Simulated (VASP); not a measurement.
Input of a VASP 6.6.1 run:

POSCAR

```
C
1.0
    0.0000000000      1.7772739317      1.7772739317
    1.7772739317      0.0000000000      1.7772739317
    1.7772739317      1.7772739317      0.0000000000
C
2
Direct
    0.0000000000      0.0000000000      0.0000000000
    0.2500000000      0.2500000000      0.2500000000
```

The input INCAR.step1:

```
PREC     = Accurate       # precision mode
ENCUT    = 1430           # plane-wave cutoff, eV
ISMEAR   = 0              # smearing method
SIGMA    = 0.01           # smearing width, eV
LREAL    = False          # projectors in reciprocal space
LASPH    = True           # aspherical terms in the spheres
NELM     = 120            # most SCF steps
NBANDS   = 11             # bands
GGA      = PE             # functional
ALGO     = Normal         # electronic algorithm
EDIFF    = 1E-5           # SCF threshold, eV
LWAVE    = True           # write WAVECAR
LCHARG   = False          # write CHGCAR
GGA_COMPAT= False
```

INCAR.step2

```
PREC     = Accurate       # precision mode
ENCUT    = 1430           # plane-wave cutoff, eV
EDIFF    = 1E-6           # SCF threshold, eV
ISMEAR   = 0              # smearing method
SIGMA    = 0.01           # smearing width, eV
LREAL    = False          # projectors in reciprocal space
LASPH    = True           # aspherical terms in the spheres
NELM     = 120            # most SCF steps
ALGO     = Normal         # electronic algorithm
ISIF     = 2              # what is computed and relaxed
LWAVE    = False          # write WAVECAR
LCHARG   = False          # write CHGCAR
METAGGA  = R2SCAN         # meta-GGA
LMIXTAU  = True         
IVDW     = 13             # dispersion correction
VDW_S6   = 1.0          
VDW_S8   = 0.6018749    
VDW_A1   = 0.51559235   
VDW_A2   = 5.77342911   
NBANDS   = 11             # bands
ISTART   = 1            
GGA_COMPAT= False
```

The input KPOINTS:

```
regular mesh
0
Gamma
  8 8 8
```

Potentials or basis: VASP PAW PBE potentials, release 64 (C_h).

Command:

```bash
$ cat potpaw_PBE.64/C_h/POTCAR > POTCAR
$ cp INCAR.step1 INCAR
$ mpirun -np 1 vasp_std > vasp.out
$ cp INCAR.step2 INCAR
$ mpirun -np 1 vasp_std > vasp.out
```

(1) Predict the band gap on the k mesh.

(2) Predict the dispersion energy per atom.

(3) Predict the pressure.

## Answers

(1) 4.38 eV (least direct gap 5.91 eV).

(2) -0.089 eV.

(3) -0.6 GPa.

Caveat: the PAW data sets were made with another functional, which shifts forces and pressure a little.
